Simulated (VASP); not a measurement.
# Cd3TeSe2 (P3m1) in VASP: relaxation of cell and atoms with PBE

Aim: the relaxation of cell and atoms of Cd3TeSe2 with PBE.

Everything below comes from runs of VASP 6.6.1. Logs are shortened: lines on timing, memory, paths and dates and some standing lists are left out, and cuts for length are marked.

### 1 The cell of the first run

The structure is trigonal, space group P3m1 (No. 156). Conventional cell: a = 4.475 Å, b = 4.475 Å, c = 10.972 Å, α = 90.00°, β = 90.00°, γ = 120.00°. Within 3.5 Å of Cd (site symmetry 3m) lie 4 Se at 2.69 to 2.71 Å. Cd (site symmetry 3m) has 3 Se at 2.71 Å and 1 Te at 2.86 Å within 3.6 Å. Cd (site symmetry 3m) has 1 Se at 2.67 Å and 3 Te at 2.81 Å within 3.5 Å. Within 3.7 Å of Te (site symmetry 3m) lie 4 Cd at 2.81 to 2.86 Å. Within 3.5 Å of Se (site symmetry 3m) lie 4 Cd at 2.69 to 2.71 Å. Within 3.5 Å of Se (site symmetry 3m) lie 4 Cd at 2.67 to 2.71 Å.

### 2 Relaxation of cell and atoms, PBE

INCAR

```
PREC = Accurate
ENCUT = 600
EDIFF = 1E-7
ISMEAR = 0
SIGMA = 0.01
LREAL = False
LASPH = True
NELM = 60
ALGO = Normal
ISIF = 3
LWAVE = False
LCHARG = False
GGA = PE
IBRION = 2
NSW = 100
EDIFFG = -0.01
KPAR = 4
```

KPOINTS

```
regular mesh
0
Gamma
  12 12 4
```

POSCAR

```
Cd3TeSe2
1.0
    4.4753365264      0.0000000000      0.0000000000
   -2.2376682632      3.8757551224      0.0000000000
    0.0000000000      0.0000000000     10.9718842347
Cd Te Se
3 1 2
Direct
    0.0000000000      0.0000000000      0.0002462983
    0.3333333333      0.6666666667      0.6800650317
    0.6666666667      0.3333333333      0.3188769661
    0.3333333333      0.6666666667      0.4194394098
    0.0000000000      0.0000000000      0.7555097469
    0.6666666667      0.3333333333      0.0758625473
```

Potentials or basis: VASP PAW PBE potentials, release 64 (Cd, Te, Se).

Command:

```
$ cat potpaw_PBE.64/Cd/POTCAR potpaw_PBE.64/Te/POTCAR potpaw_PBE.64/Se/POTCAR > POTCAR
$ mpirun -np 4 vasp_std > vasp.out
```

OUTCAR:

```text
PREC = Accurate
   ENCUT = 600
   EDIFF = 1E-7
   ISMEAR = 0
   LREAL = False
   LASPH = True
   NELM = 60
   ISIF = 3
   GGA = PE
   IBRION = 2
   NSW = 100
   EDIFFG = -0.01

 ion  position               nearest neighbor table
   1  0.000  0.000  0.000-   5 2.69   6 2.71   6 2.71   6 2.71
   2  0.333  0.667  0.680-   5 2.71   5 2.71   5 2.71   4 2.86
   3  0.667  0.333  0.319-   6 2.67   4 2.81   4 2.81   4 2.81
   4  0.333  0.667  0.419-   3 2.81   3 2.81   3 2.81   2 2.86
   5  0.000  0.000  0.756-   1 2.69   2 2.71   2 2.71   2 2.71
   6  0.667  0.333  0.076-   3 2.67   1 2.71   1 2.71   1 2.71

  LATTYP: Found a hexagonal cell.
 ALAT       =     4.4753365264
 C/A-ratio  =     2.4516333397

  Lattice vectors:

 A1 = (   4.4753365264,   0.0000000000,   0.0000000000)
 A2 = (  -2.2376682632,   3.8757551224,   0.0000000000)
 A3 = (   0.0000000000,   0.0000000000,  10.9718842347)

Analysis of symmetry for initial positions (statically):
=====================================================================
 Subroutine PRICEL returns:
 Original cell was already a primitive cell.

 Routine SETGRP: Setting up the symmetry group for a
 hexagonal supercell.

 Subroutine GETGRP returns: Found  6 space group operations
 (whereof  6 operations were pure point group operations)
 out of a pool of 24 trial point group operations.

The static configuration has the point symmetry C_3v.

Analysis of symmetry for dynamics (positions and initial velocities):
=====================================================================
 Subroutine PRICEL returns:
 Original cell was already a primitive cell.

 Routine SETGRP: Setting up the symmetry group for a
 hexagonal supercell.

 Subroutine GETGRP returns: Found  6 space group operations
 (whereof  6 operations were pure point group operations)
 out of a pool of 24 trial point group operations.

The dynamic configuration has the point symmetry C_3v.

 Subroutine INISYM returns: Found  6 space group operations
 (whereof  6 operations are pure point group operations),
 and found     1 'primitive' translations

----------------------------------------------------------------------------------------
[... 99 lines left out ...]
   ENCUT  =  600.0 eV  44.10 Ry    6.64 a.u.   8.94  8.94 21.91*2*pi/ulx,y,z
   NELM   =     60;   NELMIN=  2; NELMDL= -5     # of ELM steps
   EDIFF  = 0.1E-06   stopping-criterion for ELM
   LREAL  =      F    real-space projection
   EDIFFG = -.1E-01   stopping-criterion for IOM
   NSW    =    100    number of steps for IOM
   IBRION =      2    ionic relax: 0-MD 1-quasi-New 2-CG
   NFREE  =      1    steps in history (QN), initial steepest desc. (CG)
   ISIF   =      3    stress and relaxation
   ISYM   =      2    0-nonsym 1-usesym 2-fastsym
   POTIM  = 0.5000    time-step for ionic-motion
   TEBEG  =    0.0;   TEEND  =   0.0 temperature during run
   PSTRESS=    0.0 pullay stress
   NELECT =      54.0000    total number of electrons
   NUPDOWN=      -1.0000    fix difference up-down
   EMIN   =  10.00;   EMAX   =-10.00  energy-range for DOS
   EFERMI =   0.00;   METHOD = LEGACY
   ISMEAR =     0;   SIGMA  =   0.01  broadening in eV -4-tet -1-fermi 0-gaus
   EFERMI_NEDOS =   21; number of points for ismear=-14 and -15
   IALGO  =     38    algorithm
   IMIX   =      4    mixing-type and parameters
     AMIX     =   0.40;   BMIX     =  1.00
     AMIX_MAG =   1.60;   BMIX_MAG =  1.00
  volume/ion in A,a.u.               =      31.72       214.05
  Fermi-wavevector in a.u.,A,eV,Ry     =   1.075767  2.032905 15.745686  1.157275
  Thomas-Fermi vector in A             =   2.211633
   LORBIT       =      0    0 simple, 1 ext, 2 COOP (PROOUT), +10 PAW based schemes
   GGA     = PE    functional components
   LHFCALC =     F    Hartree Fock is set to
   AEXX    =    0.0000 exact exchange contribution
   IVDW    =     0    specifies the selected vdW correction
   LEPSILON=     F    determine dielectric tensor
   LRPA    =     F    only Hartree local field effects (RPA)
 conjugate gradient relaxation of ions
 non-spin polarized calculation
 Gauss-broadening in eV      SIGMA  =   0.01
  energy-cutoff  :      600.00
  volume of cell :      190.31
 maximum number of plane-waves:      6384
   NGX = 17   NGY = 17   NGZ = 43

--------------------------------------- Ionic step        1  -------------------------------------------

 number of electron      53.9999992 magnetization

 Free energy of the ion-electron system (eV)
  ---------------------------------------------------
  ext. energy  EPLUGINS =         0.00000000
  ---------------------------------------------------
  free energy    TOTEN  =       -15.72092669 eV

  energy without entropy =      -15.72092669  energy(sigma->0) =      -15.72092669

------------------------ aborting loop because EDIFF is reached ----------------------------------------

  FORCE on cell =-STRESS in cart. coord.  units (eV):
  Direction    XX          YY          ZZ          XY          YZ          ZX
  --------------------------------------------------------------------------------------
  -------------------------------------------------------------------------------------
  Total        0.3457951      0.3457951      0.3539587      0.0000000      0.0000000      0.0000000
  in kB        2.9111608      2.9111608      2.9798875      0.0000000      0.0000000      0.0000000
  external PRESSURE =       2.9340697 kB  Pullay stress =       0.0000000 kB
[... 147 lines left out ...]
--------------------------------------- Ionic step        5  -------------------------------------------

 number of electron      53.9999989 magnetization

 Free energy of the ion-electron system (eV)
  ---------------------------------------------------
  ext. energy  EPLUGINS =         0.00000000
  ---------------------------------------------------
  free energy    TOTEN  =       -15.72238593 eV

  energy without entropy =      -15.72238593  energy(sigma->0) =      -15.72238593

 E-fermi :   1.3281     XC(G=0):  -8.5112

 val. band max:        1.2881424652   @ k =   0.0000   0.0000   0.0000
 cond. band min:       1.3691390473   @ k =   0.0000   0.0000   0.0000
 fundamental gap:      0.0809965821
 Fermi energy:         1.3280512996

 k-point     1 :       0.0000    0.0000    0.0000
  band No.  band energies     occupation
      1     -11.3114      2.00000
      2     -11.1421      2.00000
      3      -9.5058      2.00000
      4      -6.9173      2.00000
      5      -6.9173      2.00000
      6      -6.9011      2.00000
[... 829 lines left out ...]
     31       5.5694      0.00000
     32       6.2083      0.00000

 [... further k-points ...]
[... 5 lines left out ...]
  --------------------------------------------------------------------------------------
  -------------------------------------------------------------------------------------
  Total        0.0034827      0.0034827     -0.0054677      0.0000000     -0.0000000      0.0000000
  in kB        0.0291147      0.0291147     -0.0457084      0.0000000     -0.0000000      0.0000000
  external PRESSURE =       0.0041737 kB  Pullay stress =       0.0000000 kB
[... 21 lines left out ...]
  FREE ENERGIE OF THE ION-ELECTRON SYSTEM (eV)
  ---------------------------------------------------
  free  energy   TOTEN  =       -15.7223859335 eV

  energy  without entropy=      -15.7223859335  energy(sigma->0) =      -15.72238593

 reached required accuracy - stopping structural energy minimisation
```

Wall time 16 min (4 MPI ranks of Oxide Virtual Turin-like, shared host); peak memory 0.69 GiB.

What came out:

```
Free energy                           : -15.7224 eV
Relaxed volume                        : 31.94 Å³/atom
Relaxed cell                          : a = 4.486 Å, b = 4.486 Å, c = 10.995 Å, α = 90.00°, β = 90.00°, γ = 120.00°
Space group after relaxing (to 0.1 Å) : P3m1 (No. 156)
Energy gained by relaxing             : 0.2 meV/atom
Ionic steps                           : 5
Pressure after relaxing               : 0.0 GPa
Largest force after relaxing          : 0.008 eV/Å
Band gap on the k mesh                : 0.08 eV
```

Forces in eV/Å, atoms in the order of the input:
```
Cd   0.000  0.000  0.005
Cd   0.000  0.000 -0.005
Cd   0.000  0.000  0.004
Te   0.000  0.000 -0.005
Se   0.000  0.000 -0.007
Se   0.000  0.000  0.008
```

The path:
```csv
step,energy change (eV),largest force (eV/Å),pressure (GPa),volume (Å³)
1,0.0000,0.0454,0.29,190.31
2,-0.0013,0.0288,-0.06,191.92
3,-0.0013,0.0309,-0.01,191.70
4,-0.0014,0.0191,-0.01,191.68
5,-0.0015,0.0079,0.00,191.65
```

Final structure:
```cif
data_structure
_symmetry_space_group_name_H-M 'P 1'
_symmetry_Int_Tables_number 1
_cell_length_a 4.4864
_cell_length_b 4.4864
_cell_length_c 10.9949
_cell_angle_alpha 90.000
_cell_angle_beta 90.000
_cell_angle_gamma 120.000
_cell_volume 191.65
loop_
_atom_site_label
_atom_site_type_symbol
_atom_site_fract_x
_atom_site_fract_y
_atom_site_fract_z
_atom_site_occupancy
Cd1 Cd 0.00000 0.00000 0.00028 1
Cd2 Cd 0.33333 0.66667 0.67971 1
Cd3 Cd 0.66667 0.33333 0.31936 1
Te1 Te 0.33333 0.66667 0.41943 1
Se1 Se 0.00000 0.00000 0.75564 1
Se2 Se 0.66667 0.33333 0.07559 1
```

Caveat: semilocal functionals underestimate gaps, and a narrow one can read as zero; spin-orbit coupling is left out, which moves the levels of the heavy elements.
